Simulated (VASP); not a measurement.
Crystal: Mg8Se3S5.

```xyz
64
Lattice="10.5675 0.0000 0.0000 0.0000 10.5675 0.0000 0.0000 0.0000 10.5675" Properties=species:S:1:pos:R:3 pbc="T T T"
S     2.6667    0.0224   10.5480
S     2.6277    0.0158    5.2961
S     2.6719    5.2898    0.0079
S     2.6012    5.3113    5.2784
S     7.9006   10.5599    5.3004
S     7.9593    5.2689    5.2969
S    10.5609    2.6283   10.5610
S     0.0417    2.6551    5.2798
S     0.0028    7.9398   10.5299
S    10.5504    7.9374    5.2819
S     5.2556    7.8695    5.2921
S     0.0021   10.5634    2.6426
S     5.2986   10.5563    2.6392
S     5.3140   10.5640    7.9070
S     5.3012    5.2648    2.6506
S     2.6713    2.6528    2.6063
S     2.6403    7.9557    2.6342
S     7.8893    2.6525    2.6443
S     7.9059    7.9133    2.6597
S     7.9245    7.9296    7.9591
Se    7.9190    0.0049   10.5532
Se    7.9280    5.2993   10.5533
Se    5.3085    2.6237    0.0221
Se    5.2979    2.6352    5.2748
Se    5.2807    7.9227    0.0128
Se    0.0385    0.0061    7.9094
Se   10.5377    5.2689    2.6504
Se   10.5303    5.2831    7.9144
Se    5.2558    5.3368    7.8988
Se    2.6343    2.6456    7.9317
Se    2.6717    7.9014    7.9511
Se    7.9404    2.6333    7.9110
Mg   10.5642   10.5594    0.0008
Mg    0.0247   10.5493    5.2675
Mg   10.5303    5.2776   10.5391
Mg   10.5549    5.2764    5.2636
Mg    5.2816   10.5425    0.0019
Mg    5.2698    0.0265    5.3020
Mg    5.2950    5.3037   10.5557
Mg    5.2367    5.3105    5.2769
Mg    2.5848    2.6214    0.0067
Mg    2.6176    2.6332    5.2623
Mg    2.6270    7.9263    0.0018
Mg    2.6429    7.9382    5.2794
Mg    7.9033    2.6202    0.0374
Mg    7.8957    2.6508    5.2925
Mg    7.9182    7.9294   10.5646
Mg    7.9043    7.9271    5.3095
Mg    2.5912    0.0507    2.6611
Mg    2.6431    0.0013    7.9198
Mg    2.6706    5.2803    2.6759
Mg    2.6242    5.2957    7.9201
Mg    7.9350   10.5485    2.6363
Mg    7.9571    0.0210    7.8881
Mg    7.9568    5.3074    2.6288
Mg    7.9089    5.2763    7.9363
Mg    0.0011    2.5882    2.6311
Mg    0.0174    2.6327    7.9325
Mg   10.5409    7.9229    2.6243
Mg    0.0011    7.9461    7.9046
Mg    5.3036    2.6544    2.6638
Mg    5.2702    2.6516    7.9505
Mg    5.2968    7.9063    2.6179
Mg    5.3049    7.9506    7.9420
```

```yaml
Program: VASP 6.6.1
Task: relaxation of volume and atoms at fixed shape
Functional: PBEsol
Potentials_or_basis: VASP PAW PBE potentials, release 64 (S, Se, Mg)
Cutoff: 500 eV
k_mesh: 1 × 1 × 1, shifted
Occupations: fermi-dirac, width 0.05 eV
Spin: no spin polarisation
```

At the start: pressure 0.1 GPa; volume 18.44 Å³/atom.

Task: Where does the relaxation end?

Result: Over 10 steps the energy falls by 11.8 meV/atom and the volume is 18.42 Å³/atom (-0.1 %); space group P1 (No. 1, to 0.1 Å) before and after.

The path:
| step | energy change (eV) | largest force (eV/Å) | pressure (GPa) | volume (Å³) |
| --- | --- | --- | --- | --- |
| 1 | 0.0000 | 0.7764 | 0.12 | 1180.08 |
| 2 | -0.3715 | 0.4888 | -0.13 | 1182.35 |
| 3 | -0.6340 | 0.3115 | -0.42 | 1186.37 |
| 4 | -0.7098 | 0.2241 | 0.25 | 1175.57 |
| 5 | -0.7162 | 0.1887 | 0.52 | 1171.40 |
| 6 | -0.7494 | 0.0608 | 0.00 | 1179.84 |
| 7 | -0.7494 | 0.0612 | 0.00 | 1179.91 |
| 8 | -0.7535 | 0.0406 | -0.03 | 1180.32 |
| 9 | -0.7555 | 0.0372 | -0.06 | 1180.85 |
| 10 | -0.7569 | 0.0257 | 0.06 | 1178.88 |

Final structure:
```yaml
crystal:
  lattice:
    - [10.56387, 0.00000, 0.00000]
    - [0.00000, 10.56387, 0.00000]
    - [0.00000, 0.00000, 10.56387]
  atoms:
    - { symbol: S, position: [0.24923, 0.00003, 0.00279] }
    - { symbol: S, position: [0.24974, 0.99946, 0.49725] }
    - { symbol: S, position: [0.24877, 0.50019, 0.00274] }
    - { symbol: S, position: [0.24912, 0.50144, 0.49717] }
    - { symbol: S, position: [0.74989, 0.99839, 0.49810] }
    - { symbol: S, position: [0.74964, 0.50186, 0.49825] }
    - { symbol: S, position: [0.00115, 0.24875, 0.00255] }
    - { symbol: S, position: [0.99989, 0.24891, 0.49708] }
    - { symbol: S, position: [0.00048, 0.75070, 0.00158] }
    - { symbol: S, position: [0.99888, 0.75087, 0.49767] }
    - { symbol: S, position: [0.50039, 0.75105, 0.49834] }
    - { symbol: S, position: [0.00073, 0.99943, 0.25049] }
    - { symbol: S, position: [0.49913, 0.99911, 0.25174] }
    - { symbol: S, position: [0.50036, 0.99887, 0.74804] }
    - { symbol: S, position: [0.49903, 0.50105, 0.25153] }
    - { symbol: S, position: [0.24909, 0.24915, 0.25021] }
    - { symbol: S, position: [0.24976, 0.75125, 0.25092] }
    - { symbol: S, position: [0.75056, 0.24892, 0.25172] }
    - { symbol: S, position: [0.74967, 0.75091, 0.25250] }
    - { symbol: S, position: [0.75020, 0.75111, 0.74714] }
    - { symbol: Se, position: [0.75027, 0.99924, 0.00112] }
    - { symbol: Se, position: [0.75003, 0.50042, 0.00111] }
    - { symbol: Se, position: [0.49835, 0.24945, 0.00211] }
    - { symbol: Se, position: [0.49969, 0.24980, 0.49868] }
    - { symbol: Se, position: [0.49914, 0.75064, 0.00136] }
    - { symbol: Se, position: [0.00065, 0.99957, 0.74887] }
    - { symbol: Se, position: [0.00013, 0.49979, 0.25004] }
    - { symbol: Se, position: [0.99966, 0.50068, 0.74874] }
    - { symbol: Se, position: [0.49953, 0.50174, 0.74861] }
    - { symbol: Se, position: [0.24948, 0.24994, 0.74989] }
    - { symbol: Se, position: [0.24987, 0.75099, 0.74942] }
    - { symbol: Se, position: [0.75071, 0.24984, 0.74885] }
    - { symbol: Mg, position: [0.00636, 0.99942, 0.00513] }
    - { symbol: Mg, position: [0.00148, 0.99865, 0.49401] }
    - { symbol: Mg, position: [0.00620, 0.49996, 0.00116] }
    - { symbol: Mg, position: [0.00082, 0.50130, 0.49768] }
    - { symbol: Mg, position: [0.49290, 0.99907, 0.00298] }
    - { symbol: Mg, position: [0.49809, 0.99512, 0.49761] }
    - { symbol: Mg, position: [0.49242, 0.50077, 0.00567] }
    - { symbol: Mg, position: [0.49709, 0.50596, 0.49454] }
    - { symbol: Mg, position: [0.24210, 0.25021, 0.00770] }
    - { symbol: Mg, position: [0.24258, 0.25054, 0.49231] }
    - { symbol: Mg, position: [0.24287, 0.75013, 0.00706] }
    - { symbol: Mg, position: [0.24624, 0.75049, 0.49348] }
    - { symbol: Mg, position: [0.75797, 0.25005, 0.00780] }
    - { symbol: Mg, position: [0.75651, 0.25020, 0.49387] }
    - { symbol: Mg, position: [0.75693, 0.74984, 0.00351] }
    - { symbol: Mg, position: [0.75219, 0.75005, 0.49750] }
    - { symbol: Mg, position: [0.25238, 0.00020, 0.25143] }
    - { symbol: Mg, position: [0.25657, 0.99954, 0.74812] }
    - { symbol: Mg, position: [0.25540, 0.50081, 0.25145] }
    - { symbol: Mg, position: [0.25145, 0.50129, 0.74825] }
    - { symbol: Mg, position: [0.74699, 0.99852, 0.25596] }
    - { symbol: Mg, position: [0.74485, 0.99501, 0.74256] }
    - { symbol: Mg, position: [0.74409, 0.50144, 0.25624] }
    - { symbol: Mg, position: [0.74737, 0.50602, 0.74263] }
    - { symbol: Mg, position: [0.99958, 0.24382, 0.24999] }
    - { symbol: Mg, position: [0.99898, 0.24817, 0.74959] }
    - { symbol: Mg, position: [0.99823, 0.75517, 0.25066] }
    - { symbol: Mg, position: [0.99451, 0.75202, 0.74789] }
    - { symbol: Mg, position: [0.50063, 0.24711, 0.25120] }
    - { symbol: Mg, position: [0.50128, 0.24446, 0.74960] }
    - { symbol: Mg, position: [0.50108, 0.75255, 0.25522] }
    - { symbol: Mg, position: [0.50586, 0.75610, 0.74435] }
```

Caveat: the PAW data sets were made with another functional, which shifts forces and pressure a little.
